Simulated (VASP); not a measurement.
# GaN (Fm-3m) in VASP: a series of runs

GaN is run at these levels: PBEsol; tasks: single point.

Program: VASP 6.6.1. These are calculated values, not measurements. Logs are shortened: lines on timing, memory, paths and dates and some standing lists are left out, and cuts for length are marked.

## (1) The cell of the first run

It takes space group Fm-3m (No. 225, cubic). The conventional cell has a = 4.153 Å, b = 4.153 Å, c = 4.153 Å, α = 90.00°, β = 90.00°, γ = 90.00°. Ga (site symmetry m-3m) has 6 N at 2.08 Å within 2.7 Å. N (site symmetry m-3m) has 6 Ga at 2.08 Å within 2.7 Å.

## (2) Single point, PBEsol

INCAR

```
  PREC = Accurate
  ENCUT = 600
  EDIFF = 1E-6
  ISMEAR = 0
  SIGMA = 0.01
  LREAL = F
  LASPH = T
  NELM = 120
  ALGO = Normal
  ISIF = 2
  LWAVE = F
  LCHARG = F
  GGA = PS
  NBANDS = 16
  GGA_COMPAT = F
```

KPOINTS

```
regular mesh
0
Gamma
  8 8 8
```

POSCAR

```
GaN
1.0
    0.0000000000      2.0767057024      2.0767057024
    2.0767057024      0.0000000000      2.0767057024
    2.0767057024      2.0767057024      0.0000000000
Ga N
1 1
Direct
    0.0000000000      0.0000000000      0.0000000000
    0.5000000000      0.5000000000      0.5000000000
```

Potentials or basis: VASP PAW PBE potentials, release 64 (Ga_d, N).

Started as:

```
$ cat potpaw_PBE.64/Ga_d/POTCAR potpaw_PBE.64/N/POTCAR > POTCAR
$ mpirun -np 1 vasp_std > vasp.out
```

OUTCAR:

```text
PREC = Accurate
   ENCUT = 600
   EDIFF = 1E-6
   ISMEAR = 0
   LREAL = F
   LASPH = T
   NELM = 120
   ISIF = 2
   GGA = PS

 ion  position               nearest neighbor table
   1  0.000  0.000  0.000-   2 2.08   2 2.08   2 2.08   2 2.08   2 2.08   2 2.08
   2  0.500  0.500  0.500-   1 2.08   1 2.08   1 2.08   1 2.08   1 2.08   1 2.08

  LATTYP: Found a face centered cubic cell.
 ALAT       =     4.1534114048

  Lattice vectors:

 A1 = (   0.0000000000,   2.0767057024,   2.0767057024)
 A2 = (   2.0767057024,   0.0000000000,   2.0767057024)
 A3 = (   2.0767057024,   2.0767057024,   0.0000000000)

Analysis of symmetry for initial positions (statically):
=====================================================================
 Subroutine PRICEL returns:
 Original cell was already a primitive cell.

 Routine SETGRP: Setting up the symmetry group for a
 face centered cubic supercell.

 Subroutine GETGRP returns: Found 48 space group operations
 (whereof 48 operations were pure point group operations)
 out of a pool of 48 trial point group operations.

The static configuration has the point symmetry O_h .

Analysis of symmetry for dynamics (positions and initial velocities):
=====================================================================
 Subroutine PRICEL returns:
 Original cell was already a primitive cell.

 Routine SETGRP: Setting up the symmetry group for a
 face centered cubic supercell.

 Subroutine GETGRP returns: Found 48 space group operations
 (whereof 48 operations were pure point group operations)
 out of a pool of 48 trial point group operations.

The dynamic configuration has the point symmetry O_h .

 Subroutine INISYM returns: Found 48 space group operations
 (whereof 48 operations are pure point group operations),
 and found     1 'primitive' translations

----------------------------------------------------------------------------------------

                                     Primitive cell

  volume of cell :      17.9124

  direct lattice vectors                    reciprocal lattice vectors
     0.000000000  2.076705702  2.076705702    -0.240765940  0.240765940  0.240765940
     2.076705702  0.000000000  2.076705702     0.240765940 -0.240765940  0.240765940
     2.076705702  2.076705702  0.000000000     0.240765940  0.240765940 -0.240765940

  length of vectors
     2.936905369  2.936905369  2.936905369     0.417018840  0.417018840  0.417018840

  position of ions in fractional coordinates (direct lattice)
     0.000000000  0.000000000  0.000000000
     0.500000000  0.500000000  0.500000000

  ion indices of the primitive-cell ions
   primitive index   ion index
                 1           1
                 2           2

----------------------------------------------------------------------------------------

 KPOINTS: regular mesh

Automatic generation of k-mesh.
 Grid dimensions read from file:
 generate k-points for:    8    8    8

 Generating k-lattice:

  Cartesian coordinates                     Fractional coordinates (reciprocal lattice)
    -0.030095742  0.030095742  0.030095742     0.125000000  0.000000000  0.000000000
     0.030095742 -0.030095742  0.030095742     0.000000000  0.125000000  0.000000000
     0.030095742  0.030095742 -0.030095742     0.000000000  0.000000000  0.125000000

  Length of vectors
     0.052127355  0.052127355  0.052127355

  Shift w.r.t. Gamma in fractional coordinates (k-lattice)
     0.000000000  0.000000000  0.000000000

 Subroutine IBZKPT returns following result:
 ===========================================

 Found     29 irreducible k-points:

 Following reciprocal coordinates:
            Coordinates               Weight
  0.000000  0.000000  0.000000      1.000000
  0.125000  0.000000  0.000000      8.000000
  0.250000  0.000000  0.000000      8.000000
  0.375000  0.000000  0.000000      8.000000
  0.500000  0.000000  0.000000      4.000000
  0.125000  0.125000  0.000000      6.000000
[... 16 lines left out ...]
  0.500000  0.250000  0.125000     48.000000
 -0.375000  0.250000  0.125000     24.000000
 [... further k-points ...]
   k-points           NKPTS =     29   k-points in BZ     NKDIM =     29   number of bands    NBANDS=     16
   number of dos      NEDOS =    301   number of ions     NIONS =      2
   total plane-waves  NPLWV =  13824
   dimension x,y,z NGX =    24 NGY =   24 NGZ =   24
   dimension x,y,z NGXF=    48 NGYF=   48 NGZF=   48
   ions per type =               1   1
   NGX,Y,Z   is equivalent  to a cutoff of  13.59, 13.59, 13.59 a.u.
   NGXF,Y,Z  is equivalent  to a cutoff of  27.17, 27.17, 27.17 a.u.
 SYSTEM =  unknown system
   PREC   = accura    normal or accurate (medium, high low for compatibility)
   ISTART =      0    job   : 0-new  1-cont  2-samecut
   ICHARG =      2    charge: 1-file 2-atom 10-const
   ISPIN  =      1    spin polarized calculation?
   LNONCOLLINEAR =      F non collinear calculations
   LSORBIT =      F    spin-orbit coupling
   LASPH  =      T    aspherical Exc in radial PAW
   ENCUT  =  600.0 eV  44.10 Ry    6.64 a.u.   5.87  5.87  5.87*2*pi/ulx,y,z
   NELM   =    120;   NELMIN=  2; NELMDL= -5     # of ELM steps
   EDIFF  = 0.1E-05   stopping-criterion for ELM
   LREAL  =      F    real-space projection
   EDIFFG = 0.1E-04   stopping-criterion for IOM
   NSW    =      0    number of steps for IOM
   IBRION =     -1    ionic relax: 0-MD 1-quasi-New 2-CG
   NFREE  =      0    steps in history (QN), initial steepest desc. (CG)
   ISIF   =      2    stress and relaxation
   ISYM   =      2    0-nonsym 1-usesym 2-fastsym
   POTIM  = 0.5000    time-step for ionic-motion
   TEBEG  =    0.0;   TEEND  =   0.0 temperature during run
   PSTRESS=    0.0 pullay stress
   NELECT =      18.0000    total number of electrons
   NUPDOWN=      -1.0000    fix difference up-down
   EMIN   =  10.00;   EMAX   =-10.00  energy-range for DOS
   EFERMI =   0.00;   METHOD = LEGACY
   ISMEAR =     0;   SIGMA  =   0.01  broadening in eV -4-tet -1-fermi 0-gaus
   EFERMI_NEDOS =   21; number of points for ismear=-14 and -15
   IALGO  =     38    algorithm
   IMIX   =      4    mixing-type and parameters
     AMIX     =   0.40;   BMIX     =  1.00
     AMIX_MAG =   1.60;   BMIX_MAG =  1.00
  volume/ion in A,a.u.               =       8.96        60.44
  Fermi-wavevector in a.u.,A,eV,Ry     =   1.639762  3.098700 36.583591  2.688818
  Thomas-Fermi vector in A             =   2.730513
   LORBIT       =      0    0 simple, 1 ext, 2 COOP (PROOUT), +10 PAW based schemes
   GGA     = PS    functional components
   LHFCALC =     F    Hartree Fock is set to
   AEXX    =    0.0000 exact exchange contribution
   IVDW    =     0    specifies the selected vdW correction
   LEPSILON=     F    determine dielectric tensor
   LRPA    =     F    only Hartree local field effects (RPA)
 non-spin polarized calculation
 Gauss-broadening in eV      SIGMA  =   0.01
  energy-cutoff  :      600.00
  volume of cell :       17.91
 maximum number of plane-waves:       610
   NGX = 11   NGY = 11   NGZ = 11

 number of electron      17.9999993 magnetization

 Free energy of the ion-electron system (eV)
  ---------------------------------------------------
  ext. energy  EPLUGINS =         0.00000000
  ---------------------------------------------------
  free energy    TOTEN  =       -12.22485063 eV

  energy without entropy =      -12.22485063  energy(sigma->0) =      -12.22485063

 E-fermi :   8.5363     XC(G=0): -13.5830

 val. band max:        8.4313408200   @ k =  -0.2500   0.1250   0.0000
 cond. band min:       9.2944041460   @ k =   0.5000   0.5000   0.0000
 fundamental gap:      0.8630633260
 Fermi energy:         8.5363494567

 k-point     1 :       0.0000    0.0000    0.0000
  band No.  band energies     occupation
      1      -9.4150      2.00000
      2      -5.4783      2.00000
      3      -5.4783      2.00000
      4      -5.4783      2.00000
      5      -5.3673      2.00000
      6      -5.3673      2.00000
[... 8 lines left out ...]
     15      24.9256      0.00000
     16      24.9256      0.00000

 k-point     2 :       0.1250    0.0000    0.0000
  band No.  band energies     occupation
      1      -9.0928      2.00000
      2      -5.4944      2.00000
      3      -5.4668      2.00000
      4      -5.4668      2.00000
      5      -5.3859      2.00000
      6      -5.3859      2.00000
[... 8 lines left out ...]
     15      24.9607      0.00000
     16      24.9607      0.00000

 k-point     3 :       0.2500    0.0000    0.0000
  band No.  band energies     occupation
      1      -8.1773      2.00000
      2      -5.5373      2.00000
      3      -5.5373      2.00000
      4      -5.5362      2.00000
      5      -5.3305      2.00000
      6      -5.3305      2.00000
[... 8 lines left out ...]
     15      26.6616      0.00000
     16      26.6616      0.00000

 k-point     4 :       0.3750    0.0000    0.0000
  band No.  band energies     occupation
      1      -6.8943      2.00000
      2      -5.6333      2.00000
      3      -5.6333      2.00000
      4      -5.6034      2.00000
      5      -5.2466      2.00000
      6      -5.2466      2.00000
[... 8 lines left out ...]
     15      29.4806      0.00000
     16      29.4806      0.00000
[... 324 lines left out ...]
 k-point    22 :       0.3750    0.2500    0.1250
  band No.  band energies     occupation
      1      -7.6635      2.00000
      2      -5.5642      2.00000
      3      -5.5240      2.00000
      4      -5.4402      2.00000
      5      -5.3320      2.00000
      6      -5.1013      2.00000
[... 8 lines left out ...]
     15      30.2231      0.00000
     16      30.6182      0.00000

 k-point    23 :       0.5000    0.2500    0.1250
  band No.  band energies     occupation
      1      -7.0347      2.00000
      2      -5.6022      2.00000
      3      -5.5224      2.00000
      4      -5.4513      2.00000
      5      -5.2442      2.00000
      6      -4.5322      2.00000
[... 8 lines left out ...]
     15      30.2375      0.00000
     16      31.7474      0.00000

 k-point    24 :      -0.3750    0.2500    0.1250
  band No.  band energies     occupation
      1      -6.8247      2.00000
      2      -5.6376      2.00000
      3      -5.5282      2.00000
      4      -5.4352      2.00000
      5      -5.2065      2.00000
      6      -3.9796      2.00000
[... 8 lines left out ...]
     15      27.8878      0.00000
     16      32.6214      0.00000

 [... further k-points ...]
[... 5 lines left out ...]
  --------------------------------------------------------------------------------------
  -------------------------------------------------------------------------------------
  Total        1.4009794      1.4009794      1.4009794      0.0000000     -0.0000000     -0.0000000
  in kB      125.3105030    125.3105030    125.3105030      0.0000000     -0.0000000     -0.0000000
  external PRESSURE =     125.3105030 kB  Pullay stress =       0.0000000 kB

 VOLUME and BASIS-vectors are now :
 -----------------------------------------------------------------------------
  energy-cutoff  :      600.00
  volume of cell :       17.91
      direct lattice vectors                 reciprocal lattice vectors
     0.000000000  2.076705702  2.076705702    -0.240765940  0.240765940  0.240765940
     2.076705702  0.000000000  2.076705702     0.240765940 -0.240765940  0.240765940
     2.076705702  2.076705702  0.000000000     0.240765940  0.240765940 -0.240765940

 POSITION                                       TOTAL-FORCE (eV/Angst)
 -----------------------------------------------------------------------------------
      0.00000      0.00000      0.00000         0.000000      0.000000      0.000000
      2.07671      2.07671      2.07671        -0.000000     -0.000000     -0.000000
 -----------------------------------------------------------------------------------
    total drift:                                0.000000     -0.000000     -0.000000

  FREE ENERGIE OF THE ION-ELECTRON SYSTEM (eV)
  ---------------------------------------------------
  free  energy   TOTEN  =       -12.2248506281 eV

  energy  without entropy=      -12.2248506281  energy(sigma->0) =      -12.22485063
```

Wall time 14 s (1 thread of Intel Xeon 8259CL, shared host); peak memory 0.14 GiB.

Results:

```
Free energy            : -12.2249 eV
Pressure               : 12.5 GPa
Band gap on the k mesh : 0.86 eV, indirect (least direct gap 3.43 eV)
```

Caveat: the PAW data sets were made with another functional, which shifts forces and pressure a little. A k mesh can miss the band edges.

## (3) Single point, PBEsol

This run uses another cell than the first one, of 9.35 Å³/atom, 1.043 times its volume.

INCAR

```
SYSTEM = GaN
ALGO = Normal
EDIFF = 1E-6
ENCUT = 600
GGA = PS
GGA_COMPAT = .FALSE.
ISIF = 2
ISMEAR = 0
LASPH = .TRUE.
LCHARG = .FALSE.
LREAL = .FALSE.
LWAVE = .FALSE.
NBANDS = 16
NELM = 120
PREC = Accurate
SIGMA = 0.01
```

KPOINTS

```
k-points
0
G
  8 8 8
  0 0 0
```

POSCAR

```
GaN
1.0
    0.0000000000      2.1063769354      2.1063769354
    2.1063769354      0.0000000000      2.1063769354
    2.1063769354      2.1063769354      0.0000000000
Ga N
1 1
Direct
    0.0000000000      0.0000000000      0.0000000000
    0.5000000000      0.5000000000      0.5000000000
```

Potentials or basis: VASP PAW PBE potentials, release 64 (Ga_d, N).

Started as:

```
$ cat potpaw_PBE.64/Ga_d/POTCAR potpaw_PBE.64/N/POTCAR > POTCAR
$ mpirun -np 1 vasp_std > vasp.out
```

OUTCAR:

```text
SYSTEM = GaN
   EDIFF = 1E-6
   ENCUT = 600
   GGA = PS
   ISIF = 2
   ISMEAR = 0
   LASPH = .TRUE.
   LREAL = .FALSE.
   NELM = 120
   PREC = Accurate

 ion  position               nearest neighbor table
   1  0.000  0.000  0.000-   2 2.11   2 2.11   2 2.11   2 2.11   2 2.11   2 2.11
   2  0.500  0.500  0.500-   1 2.11   1 2.11   1 2.11   1 2.11   1 2.11   1 2.11

  LATTYP: Found a face centered cubic cell.
 ALAT       =     4.2127538708

  Lattice vectors:

 A1 = (   0.0000000000,   2.1063769354,   2.1063769354)
 A2 = (   2.1063769354,   0.0000000000,   2.1063769354)
 A3 = (   2.1063769354,   2.1063769354,   0.0000000000)

Analysis of symmetry for initial positions (statically):
=====================================================================
 Subroutine PRICEL returns:
 Original cell was already a primitive cell.

 Routine SETGRP: Setting up the symmetry group for a
 face centered cubic supercell.

 Subroutine GETGRP returns: Found 48 space group operations
 (whereof 48 operations were pure point group operations)
 out of a pool of 48 trial point group operations.

The static configuration has the point symmetry O_h .

[... 155 lines left out ...]
  ---------------------------------------------------
  free energy    TOTEN  =       -12.25942520 eV

  energy without entropy =      -12.25942520  energy(sigma->0) =      -12.25942520

 E-fermi :   8.0243     XC(G=0): -13.3358

 val. band max:        7.8809578869   @ k =  -0.2500   0.1250   0.0000
 cond. band min:       8.4714326633   @ k =   0.5000   0.5000   0.0000
 fundamental gap:      0.5904747764
 Fermi energy:         8.0242915465

 k-point     1 :       0.0000    0.0000    0.0000
  band No.  band energies     occupation
      1      -9.5201      2.00000
      2      -6.0348      2.00000
      3      -6.0348      2.00000
      4      -6.0348      2.00000
      5      -5.9356      2.00000
      6      -5.9356      2.00000
[... 433 lines left out ...]
      3      -6.0700      2.00000
      4      -5.9867      2.00000
      5      -5.7927      2.00000
      6      -4.5051      2.00000
[... 8 lines left out ...]
     15      26.8509      0.00000
     16      31.5191      0.00000

 [... further k-points ...]
[... 5 lines left out ...]
  --------------------------------------------------------------------------------------
  -------------------------------------------------------------------------------------
  Total        0.1549764      0.1549764      0.1549764     -0.0000000      0.0000000     -0.0000000
  in kB       13.2842784     13.2842784     13.2842784     -0.0000000      0.0000000     -0.0000000
  external PRESSURE =      13.2842784 kB  Pullay stress =       0.0000000 kB

 VOLUME and BASIS-vectors are now :
 -----------------------------------------------------------------------------
  energy-cutoff  :      600.00
  volume of cell :       18.69
      direct lattice vectors                 reciprocal lattice vectors
     0.000000000  2.106376935  2.106376935    -0.237374418  0.237374418  0.237374418
     2.106376935  0.000000000  2.106376935     0.237374418 -0.237374418  0.237374418
     2.106376935  2.106376935  0.000000000     0.237374418  0.237374418 -0.237374418

 POSITION                                       TOTAL-FORCE (eV/Angst)
 -----------------------------------------------------------------------------------
      0.00000      0.00000      0.00000        -0.000000      0.000000     -0.000000
      2.10638      2.10638      2.10638         0.000000     -0.000000      0.000000
 -----------------------------------------------------------------------------------
    total drift:                                0.000000     -0.000000     -0.000000

  FREE ENERGIE OF THE ION-ELECTRON SYSTEM (eV)
  ---------------------------------------------------
  free  energy   TOTEN  =       -12.2594252034 eV

  energy  without entropy=      -12.2594252034  energy(sigma->0) =      -12.25942520
```

Run time: 16 s. Hardware: 1 thread of Intel Xeon 8259CL, shared host; peak memory 0.14 GiB.

Results:

```yaml
Free_energy: -12.2594 eV
Pressure: 1.3 GPa
Band_gap_on_the_k_mesh: 0.59 eV, indirect (least direct gap 2.88 eV)
```

Levels at points of the mesh, in eV from the valence-band top:
```
           k point  band 6  band 7  band 8  band 9  band 10  band 11  band 12  band 13
(0.00, 0.00, 0.00)  -13.82   -0.51   -0.51   -0.51     2.36    14.68    14.68    14.68
(0.50, 0.00, 0.00)  -13.68   -8.36   -0.15   -0.15     4.66     9.05     9.05     9.53
(0.50, 0.50, 0.00)  -10.87   -7.27   -3.10   -3.10     0.59     7.71    11.97    14.56
```

Caveat: the PAW data sets were made with another functional, which shifts forces and pressure a little. Expect the measured gap to be larger: semilocal functionals such as PBEsol lack the derivative discontinuity.

[end of part 1 of 2]
